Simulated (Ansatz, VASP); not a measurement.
Ca2SeO: VASP beside Ansatz

POSCAR

```
Ca2SeO
1.0
    1.8846278427      1.0880903923      5.9723920596
   -1.8846278427      1.0880903923      5.9723920596
    0.0000000000     -2.1761807846      5.9723920596
O Se Ca
1 1 2
Direct
    1.0000000000      0.0000000000      0.0000000000
    0.5000000000      0.5000000000      0.5000000000
    0.2647875611      0.2647875611      0.2647875611
    0.7352124389      0.7352124389      0.7352124389
```

The input INCAR.step1:

```
PREC     = Accurate       # precision mode
ENCUT    = 520            # plane-wave cutoff, eV
ISMEAR   = 0              # smearing method
SIGMA    = 0.01           # smearing width, eV
LREAL    = F              # projectors in reciprocal space
LASPH    = T              # aspherical terms in the spheres
NELM     = 100            # most SCF steps
NBANDS   = 24             # bands
GGA      = PE             # functional
ALGO     = Normal         # electronic algorithm
EDIFF    = 1E-4           # SCF threshold, eV
LWAVE    = T              # write WAVECAR
LCHARG   = F              # write CHGCAR
```

The input INCAR.step2:

```
PREC     = Accurate       # precision mode
ENCUT    = 520            # plane-wave cutoff, eV
EDIFF    = 1E-6           # SCF threshold, eV
ISMEAR   = 0              # smearing method
SIGMA    = 0.01           # smearing width, eV
LREAL    = F              # projectors in reciprocal space
LASPH    = T              # aspherical terms in the spheres
NELM     = 100            # most SCF steps
ALGO     = Normal         # electronic algorithm
ISIF     = 2              # what is computed and relaxed
LWAVE    = F              # write WAVECAR
LCHARG   = F              # write CHGCAR
METAGGA  = R2SCAN         # meta-GGA
LMIXTAU  = T            
NBANDS   = 24             # bands
ISTART   = 1
```

File KPOINTS:

```
regular mesh
0
Gamma
  8 8 8
```

Input for Ansatz:

```yaml
crystal:
  lattice:
    - [1.8846278427, 1.0880903923, 5.9723920596]
    - [-1.8846278427, 1.0880903923, 5.9723920596]
    - [0.0, -2.1761807846, 5.9723920596]
  atoms:
    - { symbol: O, position: [1.0, 0.0, 0.0] }
    - { symbol: Se, position: [0.5, 0.5, 0.5] }
    - { symbol: Ca, position: [0.2647875611, 0.2647875611, 0.2647875611] }
    - { symbol: Ca, position: [0.7352124389, 0.7352124389, 0.7352124389] }
kpoints:
  mp_grid: { grid: [8, 8, 8] }
  band_path:
    path:
      - [0.0, 0.0, 0.0]
      - [0.5, 0.5, 0.5]
      - [0.8133964378, 0.1866035622, 0.5]
      - [0.5, -0.1866035622, 0.1866035622]
      - [0.5, 0.0, 0.0]
      - [0.3433017811, -0.3433017811, 0.0]
      - [0.6566982189, 0.0, 0.3433017811]
      - [0.5, 0.0, 0.5]
      - [0.0, 0.5, 0.5]
    npoints: 1
hamiltonian:
  xc: r2scan
scf:
  occupations: { method: fixed }
  n_extra_bands: 5
output:
  forces: true
  stress: true
  eigenvalues: true
```

Change from the starting cell: uniaxial_z strain -5.1%.

Alike in both runs: task single point; functional r2SCAN; k mesh 8 × 8 × 8; no spin polarisation.

|  | VASP | Ansatz |
| --- | --- | --- |
| version | VASP 6.6.1 | Ansatz 0.2.0 |
| potentials or method | VASP PAW PBE potentials, release 64 (O, Se, Ca_sv) | plane waves, PAW |
| plane-wave cutoff (eV) | 520 | 500 |
| occupations | gaussian, width 0.01 eV | fixed |
| valence electrons in the cell | 32 | 42 |

```csv
,VASP,Ansatz,Ansatz less VASP
gap on the k mesh at the Fermi level (eV),2.19,2.20,+0.005
pressure (GPa),4.7,4.1,-0.56
"traceless stress, the component that is largest in VASP (GPa)",3.03,3.04,+0.019
```

VASP's potentials were made for PBE, not for r2SCAN. VASP's potentials hold 32 valence electrons a cell and Ansatz's 42, so a difference there can come from the potentials and not from the codes.
